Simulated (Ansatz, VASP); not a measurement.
Cd3Fe in VASP and in Ansatz

POSCAR

```
Cd3Fe
1.0
    0.0000000000      3.3620524758      3.3620524758
    3.3620524758      0.0000000000      3.3620524758
    3.3620524758      3.3620524758      0.0000000000
Cd Fe
3 1
Direct
    0.2500000000      0.2500000000      0.2500000000
    0.7500000000      0.7500000000      0.7500000000
    0.5000000000      0.5000000000      0.5000000000
    0.0000000000      0.0000000000      0.0000000000
```

INCAR.step1

```
SYSTEM = Cd3Fe
PREC = Accurate ; ENCUT = 520
ISMEAR = 0 ; SIGMA = 0.1
LREAL = .False. ; LASPH = .True.
NELM = 60 ; NBANDS = 30
GGA = PE ; ALGO = Normal
EDIFF = 1E-4 ; LWAVE = .True.
LCHARG = .False.
```

The input INCAR.step2:

```
SYSTEM = Cd3Fe
PREC = Accurate ; ENCUT = 520
EDIFF = 1E-6 ; ISMEAR = 0
SIGMA = 0.1 ; LREAL = .False.
LASPH = .True. ; NELM = 60
ALGO = Normal ; ISIF = 2
LWAVE = .False. ; LCHARG = .False.
METAGGA = R2SCAN ; LMIXTAU = .True.
NBANDS = 30 ; ISTART = 1
```

KPOINTS

```
Automatic mesh
0
Gamma
  12 12 12
  0 0 0
```

Input for Ansatz:

```yaml
crystal:
  lattice:
    - [0.0, 3.3620524758, 3.3620524758]
    - [3.3620524758, 0.0, 3.3620524758]
    - [3.3620524758, 3.3620524758, 0.0]
  atoms:
    - { symbol: Cd, position: [0.25, 0.25, 0.25] }
    - { symbol: Cd, position: [0.75, 0.75, 0.75] }
    - { symbol: Cd, position: [0.5, 0.5, 0.5] }
    - { symbol: Fe, position: [0.0, 0.0, 0.0] }
basis:
  ecutwfc: 500
kpoints:
  mp_grid: { grid: [12, 12, 12] }
hamiltonian:
  xc: r2scan
scf:
  occupations: { method: gaussian, width: 0.1 }
  lower_state_search: "off"
output:
  forces: true
  stress: true
  eigenvalues: true
```

Alike in both runs: task single point; functional r2SCAN; k mesh 12 × 12 × 12; occupations gaussian, width 0.1 eV; no spin polarisation.

|  | VASP | Ansatz |
| --- | --- | --- |
| version | VASP 6.6.1 | Ansatz 0.2.0 |
| potentials or method | VASP PAW PBE potentials, release 64 (Cd, Fe), cutoff 520 eV | scalar-relativistic, plane waves, PAW |
| valence electrons in the cell | 44 | 76 |

Ansatz gave:

```
gap on the k mesh at the Fermi level (eV) : none
pressure (GPa)                            : -6.8
```

Estimate VASP's values.

gap on the k mesh at the Fermi level (eV): none; pressure (GPa): -6.3.

VASP's potentials were made for PBE, not for r2SCAN. A gap of «none» marks a metal or a gap that the smearing closes. VASP's potentials hold 44 valence electrons a cell and Ansatz's 76, so a difference there can come from the potentials and not from the codes.
